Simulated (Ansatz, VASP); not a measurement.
Two plane-wave programs on Al

The input INCAR:

```
SYSTEM = Al
ALGO = Fast
EDIFF = 1E-6
ENCUT = 520
GGA = CA
ISIF = 2
ISMEAR = 0
LASPH = .True.
LCHARG = .False.
LREAL = .False.
LWAVE = .False.
NBANDS = 8
NELM = 100
PREC = Accurate
SIGMA = 0.15
```

The input KPOINTS:

```
k-points
0
Gamma
  20 20 20
  0 0 0
```

The input POSCAR:

```
Al
1.0
   -1.5912186900      1.5912186900      1.5912186900
    1.5912186900     -1.5912186900      1.5912186900
    1.5912186900      1.5912186900     -1.5912186900
Al
1
Direct
    0.0000000000      0.0000000000      0.0000000000
```

Input for Ansatz:

```yaml
crystal:
  lattice:
    - [-1.59121869, 1.59121869, 1.59121869]
    - [1.59121869, -1.59121869, 1.59121869]
    - [1.59121869, 1.59121869, -1.59121869]
  atoms:
    - { symbol: Al, position: [0.0, 0.0, 0.0] }
basis:
  ecutwfc: 420
kpoints:
  mp_grid: { grid: [20, 20, 20] }
hamiltonian:
  xc: lda
scf:
  occupations: { method: gaussian, width: 0.15 }
output:
  forces: true
  stress: true
  eigenvalues: true
```

Alike in both runs: task single point; functional LDA; k mesh 20 × 20 × 20; occupations gaussian, width 0.15 eV; no spin polarisation.

|  | VASP | Ansatz |
| --- | --- | --- |
| version | VASP 6.6.1 | Ansatz 0.2.0 |
| potentials or method | VASP PAW LDA potentials, release 64 (Al), cutoff 520 eV | scalar-relativistic, plane waves, PAW |
| valence electrons in the cell | 3 | 3 |

|  | VASP | Ansatz | Ansatz less VASP |
| --- | --- | --- | --- |
| gap on the k mesh at the Fermi level (eV) | none | none | - |
| pressure (GPa) | 0.5 | 0.4 | -0.08 |

LDA's correlation is that of Perdew and Zunger in VASP and of Perdew and Wang (1992) in Ansatz. A gap of «none» marks a metal or a gap that the smearing closes.
